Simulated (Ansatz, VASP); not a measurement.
# Ti5C in VASP and in Ansatz

File INCAR:

```
SYSTEM = Ti5C
  PREC = Accurate
  ENCUT = 520
  EDIFF = 1E-7
  ISMEAR = 0
  SIGMA = 0.1
  LREAL = .FALSE.
  LASPH = .TRUE.
  NELM = 60
  ALGO = Normal
  ISIF = 2
  LWAVE = .FALSE.
  LCHARG = .FALSE.
  GGA = PE
  NBANDS = 41
```

The input KPOINTS:

```
regular mesh
0
G
  6 6 4
  0 0 0
```

Contents of POSCAR:

```
Ti5C
1.0
    4.4554616600      0.0000000000      0.0000000000
   -2.2277308300      3.8585429800      0.0000000000
    0.0000000000      0.0000000000      5.8199359100
Ti C
5 1
Direct
    0.3333333300      0.6666666700      0.2616933100
    0.6666666700      0.3333333300      0.2616933100
    0.5000000000      0.0000000000      0.7926523200
    0.0000000000      0.5000000000      0.7926523200
    0.5000000000      0.5000000000      0.7926523200
    0.0000000000      0.0000000000      0.5481461600
```

Input for Ansatz:

```yaml
crystal:
  lattice:
    - [4.45546166, 0.0, 0.0]
    - [-2.22773083, 3.85854298, 0.0]
    - [0.0, 0.0, 5.81993591]
  atoms:
    - { symbol: Ti, position: [0.33333333, 0.66666667, 0.26169331] }
    - { symbol: Ti, position: [0.66666667, 0.33333333, 0.26169331] }
    - { symbol: Ti, position: [0.5, 0.0, 0.79265232] }
    - { symbol: Ti, position: [0.0, 0.5, 0.79265232] }
    - { symbol: Ti, position: [0.5, 0.5, 0.79265232] }
    - { symbol: C, position: [0.0, 0.0, 0.54814616] }
basis:
  ecutwfc: 420
kpoints:
  mp_grid: { grid: [6, 6, 4] }
hamiltonian:
  xc: pbe
scf:
  occupations: { method: gaussian, width: 0.1 }
  lower_state_search: "off"
output:
  forces: true
  stress: true
  eigenvalues: true
```

Alike in both runs: task single point; functional PBE; k mesh 6 × 6 × 4; occupations gaussian, width 0.1 eV; no spin polarisation.

```csv
,VASP,Ansatz
version,VASP 6.6.1,Ansatz 0.2.0
potentials or method,"VASP PAW PBE potentials, release 64 (Ti_sv, C), cutoff 520 eV","scalar-relativistic, plane waves, PAW"
valence electrons in the cell,64,64
```

|  | VASP | Ansatz | Ansatz less VASP |
| --- | --- | --- | --- |
| gap on the k mesh at the Fermi level (eV) | none | none | - |
| pressure (GPa) | 2.6 | 2.3 | -0.34 |
| traceless stress, the component that is largest in VASP (GPa) | -20.87 | -20.37 | +0.496 |
| rms of the force components (eV/Å) | 0.672 | 0.675 | +0.0032 |

Atom by atom the forces differ by 0.006 eV/Å (rms over components). A gap of «none» marks a metal or a gap that the smearing closes.
